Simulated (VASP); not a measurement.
Mg2C, 3 atoms in the cell. It takes space group Fm-3m (No. 225, cubic). Conventional cell: a = 5.422 Å, b = 5.422 Å, c = 5.422 Å, α = 90.00°, β = 90.00°, γ = 90.00°. C (site symmetry m-3m) has 8 Mg at 2.35 Å within 3.1 Å. Within 3.1 Å of Mg (site symmetry -43m) lie 4 C at 2.35 Å and 6 Mg at 2.71 Å. 

```yaml
Program: VASP 6.6.1
Task: single point
Functional: PBE
Potentials_or_basis: VASP PAW PBE potentials, release 64 (C, Mg)
Cutoff: 600 eV
k_mesh: 6 × 6 × 6, shifted
Occupations: gaussian, width 0.01 eV
Spin: no spin polarisation
Dipole_correction: no
Further_INCAR_settings: ALGO = Normal; EDIFF = 1e-06; NBANDS = 11; ISYM = 0
```

Potentials or basis: VASP PAW PBE potentials, release 64 (C, Mg).

Command:

```sh
$ cat potpaw_PBE.64/C/POTCAR potpaw_PBE.64/Mg/POTCAR > POTCAR
$ mpirun -np 1 vasp_std > vasp.out
```

Hardware: 1 thread of Intel(R) Xeon(R) 6975P-C (Granite Rapids) (shared host).

How long does it take, and how much memory?

Wall time 62 s on 1 thread of Intel(R) Xeon(R) 6975P-C (Granite Rapids), with other jobs on the host, peak memory 0.37 GiB. Counts: scf iterations 12, k points 432.
